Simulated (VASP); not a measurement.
# GaSb (I-4m2) in VASP: notebook, part 2 of 3

VASP 6.6.1. The steps go on from the part before.

## Step 3: Single point, r2SCAN (strain +0.0100 x Voigt [0, 1, 0, 0, 0, 0])

Contents of POSCAR:

```
GaSb
1.0
    0.0000000000      3.0895900000      3.0590000000
    3.0590000000      0.0000000000      3.0590000000
    3.0590000000      3.0895900000      0.0000000000
Ga Sb
1 1
Direct
    0.0000000000      0.0000000000      0.0000000000
    0.7500000000      0.7500000000      0.7500000000
```

Contents of INCAR.step1:

```
SYSTEM = GaSb
PREC = Accurate
ENCUT = 520
ISMEAR = 0
SIGMA = 0.05
LREAL = .FALSE.
LASPH = .TRUE.
NELM = 100
NBANDS = 16
GGA = PE
ALGO = Normal
EDIFF = 1E-4
LWAVE = .TRUE.
LCHARG = .FALSE.
```

Contents of INCAR.step2:

```
SYSTEM = GaSb
PREC = Accurate
ENCUT = 520
EDIFF = 1E-7
ISMEAR = 0
SIGMA = 0.05
LREAL = .FALSE.
LASPH = .TRUE.
NELM = 100
ALGO = Normal
ISIF = 2
LWAVE = .FALSE.
LCHARG = .TRUE.
METAGGA = R2SCAN
LMIXTAU = .TRUE.
LELF = .TRUE.
LVHAR = .TRUE.
NBANDS = 16
ISTART = 1
```

Contents of KPOINTS:

```
Automatic mesh
0
G
  6 6 6
  0 0 0
```

Potentials or basis: VASP PAW PBE potentials, release 64 (Ga_d, Sb).

On the command line:

```console
$ cat potpaw_PBE.64/Ga_d/POTCAR potpaw_PBE.64/Sb/POTCAR > POTCAR
$ cp INCAR.step1 INCAR
$ mpirun -np 1 vasp_std > vasp.out
$ cp INCAR.step2 INCAR
$ mpirun -np 1 vasp_std > vasp.out
```

OUTCAR:

```text
SYSTEM = GaSb
   PREC = Accurate
   ENCUT = 520
   EDIFF = 1E-7
   ISMEAR = 0
   LREAL = .FALSE.
   LASPH = .TRUE.
   NELM = 100
   ISIF = 2
   METAGGA = R2SCAN
   ISTART = 1

 ion  position               nearest neighbor table
   1  0.000  0.000  0.000-   2 2.66   2 2.66   2 2.66   2 2.66
   2  0.750  0.750  0.750-   1 2.66   1 2.66   1 2.66   1 2.66

  LATTYP: Found a body centered tetragonal cell.
 ALAT       =     4.3260792873
 C/A-ratio  =     1.4283556980

  Lattice vectors:

 A1 = (   0.0000000000,  -3.0895900000,   3.0590000000)
 A2 = (   0.0000000000,  -3.0895900000,  -3.0590000000)
 A3 = (   3.0590000000,   3.0895900000,   0.0000000000)

Analysis of symmetry for initial positions (statically):
=====================================================================
 Subroutine PRICEL returns:
 Original cell was already a primitive cell.

 Routine SETGRP: Setting up the symmetry group for a
 body centered tetragonal supercell.

 Subroutine GETGRP returns: Found  8 space group operations
 (whereof  8 operations were pure point group operations)
 out of a pool of 16 trial point group operations.

The static configuration has the point symmetry D_2d.

Analysis of symmetry for dynamics (positions and initial velocities):
=====================================================================
 Subroutine PRICEL returns:
 Original cell was already a primitive cell.

 Routine SETGRP: Setting up the symmetry group for a
 body centered tetragonal supercell.

 Subroutine GETGRP returns: Found  8 space group operations
 (whereof  8 operations were pure point group operations)
 out of a pool of 16 trial point group operations.

The dynamic configuration has the point symmetry D_2d.

 Subroutine INISYM returns: Found  8 space group operations
 (whereof  8 operations are pure point group operations),
 and found     1 'primitive' translations

----------------------------------------------------------------------------------------

                                     Primitive cell

  volume of cell :      57.8216

  direct lattice vectors                    reciprocal lattice vectors
     0.000000000  3.089590000  3.059000000    -0.163452109  0.161833771  0.163452109
     3.059000000  0.000000000  3.059000000     0.163452109 -0.161833771  0.163452109
     3.059000000  3.089590000  0.000000000     0.163452109  0.161833771 -0.163452109

  length of vectors
     4.347763490  4.326079287  4.347763490     0.282176103  0.282176103  0.282176103

  position of ions in fractional coordinates (direct lattice)
     0.000000000  0.000000000  0.000000000
     0.750000000  0.750000000  0.750000000

  ion indices of the primitive-cell ions
   primitive index   ion index
                 1           1
                 2           2

----------------------------------------------------------------------------------------

 KPOINTS: Automatic mesh

Automatic generation of k-mesh.
 Grid dimensions read from file:
 generate k-points for:    6    6    6

 Generating k-lattice:

  Cartesian coordinates                     Fractional coordinates (reciprocal lattice)
    -0.027242018  0.026972295  0.027242018     0.166666667  0.000000000  0.000000000
     0.027242018 -0.026972295  0.027242018    -0.000000000  0.166666667 -0.000000000
     0.027242018  0.026972295 -0.027242018     0.000000000  0.000000000  0.166666667

  Length of vectors
     0.047029350  0.047029350  0.047029350

  Shift w.r.t. Gamma in fractional coordinates (k-lattice)
     0.000000000  0.000000000  0.000000000

 Subroutine IBZKPT returns following result:
 ===========================================

 Found     30 irreducible k-points:

 Following reciprocal coordinates:
            Coordinates               Weight
  0.000000  0.000000  0.000000      1.000000
  0.166667  0.000000  0.000000      8.000000
  0.333333  0.000000  0.000000      8.000000
  0.500000  0.000000  0.000000      4.000000
  0.166667  0.166667  0.000000      4.000000
  0.333333  0.166667  0.000000     16.000000
[... 16 lines left out ...]
  0.333333 -0.333333  0.166667     16.000000
  0.500000 -0.333333  0.166667      4.000000
 [... further k-points ...]
   k-points           NKPTS =     30   k-points in BZ     NKDIM =     30   number of bands    NBANDS=     16
   number of dos      NEDOS =    301   number of ions     NIONS =      2
   total plane-waves  NPLWV =  32768
   dimension x,y,z NGX =    32 NGY =   32 NGZ =   32
   dimension x,y,z NGXF=    64 NGYF=   64 NGZF=   64
   ions per type =               1   1
   NGX,Y,Z   is equivalent  to a cutoff of  12.24, 12.30, 12.24 a.u.
   NGXF,Y,Z  is equivalent  to a cutoff of  24.47, 24.59, 24.47 a.u.
 SYSTEM =  GaSb
   PREC   = accura    normal or accurate (medium, high low for compatibility)
   ISTART =      1    job   : 0-new  1-cont  2-samecut
   ICHARG =      0    charge: 1-file 2-atom 10-const
   ISPIN  =      1    spin polarized calculation?
   LNONCOLLINEAR =      F non collinear calculations
   LSORBIT =      F    spin-orbit coupling
   LASPH  =      T    aspherical Exc in radial PAW
   ENCUT  =  520.0 eV  38.22 Ry    6.18 a.u.   8.08  8.04  8.08*2*pi/ulx,y,z
   NELM   =    100;   NELMIN=  2; NELMDL=  0     # of ELM steps
   EDIFF  = 0.1E-06   stopping-criterion for ELM
   LREAL  =      F    real-space projection
   EDIFFG = 0.1E-05   stopping-criterion for IOM
   NSW    =      0    number of steps for IOM
   IBRION =     -1    ionic relax: 0-MD 1-quasi-New 2-CG
   NFREE  =      0    steps in history (QN), initial steepest desc. (CG)
   ISIF   =      2    stress and relaxation
   ISYM   =      2    0-nonsym 1-usesym 2-fastsym
   POTIM  = 0.5000    time-step for ionic-motion
   TEBEG  =    0.0;   TEEND  =   0.0 temperature during run
   PSTRESS=    0.0 pullay stress
   NELECT =      18.0000    total number of electrons
   NUPDOWN=      -1.0000    fix difference up-down
   EMIN   =  10.00;   EMAX   =-10.00  energy-range for DOS
   EFERMI =   0.00;   METHOD = LEGACY
   ISMEAR =     0;   SIGMA  =   0.05  broadening in eV -4-tet -1-fermi 0-gaus
   EFERMI_NEDOS =   21; number of points for ismear=-14 and -15
   IALGO  =     38    algorithm
   IMIX   =      4    mixing-type and parameters
     AMIX     =   0.40;   BMIX     =  1.00
     AMIX_MAG =   1.60;   BMIX_MAG =  1.00
  volume/ion in A,a.u.               =      28.91       195.10
  Fermi-wavevector in a.u.,A,eV,Ry     =   1.109522  2.096692 16.749289  1.231038
  Thomas-Fermi vector in A             =   2.246062
   LORBIT       =      0    0 simple, 1 ext, 2 COOP (PROOUT), +10 PAW based schemes
   METAGGA = R2SCAN    functional components
   LHFCALC =     F    Hartree Fock is set to
   AEXX    =    0.0000 exact exchange contribution
   IVDW    =     0    specifies the selected vdW correction
   LEPSILON=     F    determine dielectric tensor
   LRPA    =     F    only Hartree local field effects (RPA)
 non-spin polarized calculation
 Gauss-broadening in eV      SIGMA  =   0.05
  energy-cutoff  :      520.00
  volume of cell :       57.82
 maximum number of plane-waves:      1584
   NGX = 17   NGY = 17   NGZ = 17

 number of electron      17.9999991 magnetization

 Free energy of the ion-electron system (eV)
  ---------------------------------------------------
  ext. energy  EPLUGINS =         0.00000000
  ---------------------------------------------------
  free energy    TOTEN  =       -37.57841372 eV

  energy without entropy =      -37.57841372  energy(sigma->0) =      -37.57841372

 E-fermi :   4.7879     XC(G=0):  -9.6721

 val. band max:        4.6093163564   @ k =   0.0000   0.0000   0.0000
 cond. band min:       4.9617084189   @ k =   0.0000   0.0000   0.0000
 fundamental gap:      0.3523920625
 Fermi energy:         4.7879167113

 k-point     1 :       0.0000    0.0000    0.0000
  band No.  band energies     occupation
      1     -10.9002      2.00000
      2     -10.8989      2.00000
      3     -10.8988      2.00000
      4     -10.8446      2.00000
      5     -10.8433      2.00000
      6      -7.2705      2.00000
[... 8 lines left out ...]
     15      13.5010      0.00000
     16      13.6703      0.00000
[... 419 lines left out ...]
 k-point    24 :       0.5000   -0.3333    0.1667
  band No.  band energies     occupation
      1     -10.9410      2.00000
      2     -10.8793      2.00000
      3     -10.8748      2.00000
      4     -10.8525      2.00000
      5     -10.8416      2.00000
      6      -4.6616      2.00000
[... 8 lines left out ...]
     15      15.0398      0.00000
     16      16.4388      0.00000

 [... further k-points ...]

------------------------ aborting loop because EDIFF is reached ----------------------------------------

  FORCE on cell =-STRESS in cart. coord.  units (eV):
  Direction    XX          YY          ZZ          XY          YZ          ZX
  --------------------------------------------------------------------------------------
  -------------------------------------------------------------------------------------
  Total        0.0304530     -0.1491838      0.0304530      0.0000000      0.0000000      0.0000000
  in kB        0.8438212     -4.1337325      0.8438212      0.0000000      0.0000000      0.0000000
  external PRESSURE =      -0.8153633 kB  Pullay stress =       0.0000000 kB

 VOLUME and BASIS-vectors are now :
 -----------------------------------------------------------------------------
  energy-cutoff  :      520.00
  volume of cell :       57.82
      direct lattice vectors                 reciprocal lattice vectors
     0.000000000  3.089590000  3.059000000    -0.163452109  0.161833771  0.163452109
     3.059000000  0.000000000  3.059000000     0.163452109 -0.161833771  0.163452109
     3.059000000  3.089590000  0.000000000     0.163452109  0.161833771 -0.163452109

 POSITION                                       TOTAL-FORCE (eV/Angst)
 -----------------------------------------------------------------------------------
      0.00000      0.00000      0.00000        -0.000000     -0.000000     -0.000000
      4.58850      4.63438      4.58850         0.000000      0.000000      0.000000
 -----------------------------------------------------------------------------------
    total drift:                                0.000001      0.000005      0.000001

  FREE ENERGIE OF THE ION-ELECTRON SYSTEM (eV)
  ---------------------------------------------------
  free  energy   TOTEN  =       -37.5784137244 eV

  energy  without entropy=      -37.5784137230  energy(sigma->0) =      -37.57841372
```

Wall time 2.3 min (1 thread of AMD EPYC 7R43 (Zen 3), shared host); peak memory 0.17 GiB.

What came out:

```
Free energy            : -37.5784 eV
Pressure               : -0.1 GPa
Band gap on the k mesh : 0.35 eV, direct
```

Stress tensor (GPa, compression positive):
```
 0.08  0.00  0.00
 0.00 -0.41  0.00
 0.00  0.00  0.08
```

Levels at points of the mesh, in eV from the valence-band top:
```tsv
k point	band 7	band 8	band 9	band 10	band 11	band 12
(0.00, 0.00, 0.00)	-0.06	0.00	0.00	0.35	2.95	2.95
(0.50, 0.00, 0.00)	-6.55	-1.26	-1.18	0.64	3.97	4.02
(0.50, 0.50, 0.00)	-7.01	-2.71	-2.70	1.08	1.45	9.17
(0.50, 0.00, 0.50)	-7.06	-2.64	-2.64	1.16	1.52	9.17
```

Caveat: the cell differs from its parent crystal (strain +0.0100 x Voigt [0, 1, 0, 0, 0, 0]); the PAW data sets were made with another functional, which shifts forces and pressure a little; spin-orbit coupling is left out, which moves the levels of the heavy elements.

## Step 4: Single point, r2SCAN (strain +0.0150 x Voigt [0, 1, 0, 0, 0, 0])

Contents of POSCAR:

```
GaSb
1.0
    0.0000000000      3.1048850000      3.0590000000
    3.0590000000      0.0000000000      3.0590000000
    3.0590000000      3.1048850000      0.0000000000
Ga Sb
1 1
Direct
    0.0000000000      0.0000000000      0.0000000000
    0.7500000000      0.7500000000      0.7500000000
```

Contents of INCAR.step1:

```
ALGO = Normal ; EDIFF = 1E-4
ENCUT = 520 ; GGA = PE
ISMEAR = 0 ; LASPH = True
LCHARG = False ; LREAL = False
LWAVE = True ; NBANDS = 16
NELM = 60 ; PREC = Accurate
SIGMA = 0.05
```

Contents of INCAR.step2:

```
ALGO = Normal ; EDIFF = 1E-7
ENCUT = 520 ; ISIF = 2
ISMEAR = 0 ; ISTART = 1
LASPH = True ; LCHARG = False
LMIXTAU = True ; LREAL = False
LWAVE = False ; METAGGA = R2SCAN
NBANDS = 16 ; NELM = 60
PREC = Accurate ; SIGMA = 0.05
```

Contents of KPOINTS:

```
k-points
0
Gamma
  6 6 6
```

On the command line:

```console
$ cat potpaw_PBE.64/Ga_d/POTCAR potpaw_PBE.64/Sb/POTCAR > POTCAR
$ cp INCAR.step1 INCAR
$ mpirun -np 1 vasp_std > vasp.out
$ cp INCAR.step2 INCAR
$ mpirun -np 1 vasp_std > vasp.out
```

Run time: 2.3 min. Hardware: 1 thread of AMD EPYC 7R43 (Zen 3), shared host; peak memory 0.16 GiB.

The run converged. Its results:

```yaml
Free_energy: -37.5773 eV
Pressure: -0.3 GPa
Band_gap_on_the_k_mesh: 0.30 eV, direct
```

Stress tensor (GPa, compression positive):
```
-0.09  0.00  0.00
 0.00 -0.85  0.00
 0.00  0.00 -0.09
```

Levels at points of the mesh, in eV from the valence-band top:
```
           k point  band 5  band 6  band 7  band 8  band 9  band 10  band 11  band 12  band 13  band 14
(0.00, 0.00, 0.00)  -15.45  -11.85   -0.09    0.00    0.00     0.30     2.94     2.94     2.99     6.30
(0.50, 0.00, 0.00)  -15.45  -10.17   -6.54   -1.28   -1.16     0.61     3.95     4.02     6.90     9.84
(0.50, 0.50, 0.00)  -15.45   -9.29   -6.99   -2.71   -2.70     1.06     1.44     9.12     9.12    10.62
(0.50, 0.00, 0.50)  -15.45   -9.34   -7.06   -2.61   -2.61     1.18     1.54     9.12     9.12    10.59
```

Caveat: the cell differs from its parent crystal (strain +0.0150 x Voigt [0, 1, 0, 0, 0, 0]); the PAW data sets were made with another functional, which shifts forces and pressure a little; spin-orbit coupling is left out, which moves the levels of the heavy elements. A k mesh can miss the band edges.

## Step 5: Single point, r2SCAN (strain +0.0200 x Voigt [0, 1, 0, 0, 0, 0])

Contents of POSCAR:

```
GaSb
1.0
    0.0000000000      3.1201800000      3.0590000000
    3.0590000000      0.0000000000      3.0590000000
    3.0590000000      3.1201800000      0.0000000000
Ga Sb
1 1
Direct
    0.0000000000      0.0000000000      0.0000000000
    0.7500000000      0.7500000000      0.7500000000
```

Contents of INCAR.step1:

```
SYSTEM = GaSb
  ALGO = Normal
  EDIFF = 1E-4
  ENCUT = 520
  GGA = PE
  ISMEAR = 0
  LASPH = .True.
  LCHARG = .False.
  LREAL = .False.
  LWAVE = .True.
  NBANDS = 16
  NELM = 80
  PREC = Accurate
  SIGMA = 0.05
```

Contents of INCAR.step2:

```
SYSTEM = GaSb
  ALGO = Normal
  EDIFF = 1E-6
  ENCUT = 520
  ISIF = 2
  ISMEAR = 0
  ISTART = 1
  LASPH = .True.
  LCHARG = .False.
  LMIXTAU = .True.
  LREAL = .False.
  LWAVE = .False.
  METAGGA = R2SCAN
  NBANDS = 16
  NELM = 80
  PREC = Accurate
  SIGMA = 0.05
```

Contents of KPOINTS:

```
k-points
0
Gamma
  6 6 6
  0 0 0
```

On the command line:

```console
$ cat potpaw_PBE.64/Ga_d/POTCAR potpaw_PBE.64/Sb/POTCAR > POTCAR
$ cp INCAR.step1 INCAR
$ mpirun -np 1 vasp_std > vasp.out
$ cp INCAR.step2 INCAR
$ mpirun -np 1 vasp_std > vasp.out
```

Wall time 94 s (1 thread of AMD EPYC 7R43 (Zen 3), shared host); peak memory 0.16 GiB.

Results (log left out):

```
Free energy            : -37.5753 eV
Pressure               : -0.6 GPa
Band gap on the k mesh : 0.26 eV, direct
```

Stress tensor (GPa, compression positive):
```
-0.27  0.00  0.00
 0.00 -1.30  0.00
 0.00  0.00 -0.27
```

Levels at points of the mesh, in eV from the valence-band top:
| k point | band 7 | band 8 | band 9 | band 10 | band 11 | band 12 |
| --- | --- | --- | --- | --- | --- | --- |
| (0.00, 0.00, 0.00) | -0.12 | 0.00 | 0.00 | 0.26 | 2.92 | 2.92 |
| (0.50, 0.00, 0.00) | -6.52 | -1.30 | -1.14 | 0.59 | 3.93 | 4.02 |
| (0.50, 0.50, 0.00) | -6.97 | -2.71 | -2.70 | 1.04 | 1.43 | 9.07 |
| (0.50, 0.00, 0.50) | -7.06 | -2.58 | -2.58 | 1.20 | 1.56 | 9.07 |

Caveat: the cell differs from its parent crystal (strain +0.0200 x Voigt [0, 1, 0, 0, 0, 0]); the PAW data sets were made with another functional, which shifts forces and pressure a little; spin-orbit coupling is left out, which moves the levels of the heavy elements. A k mesh can miss the band edges.

[end of part 2 of 3]
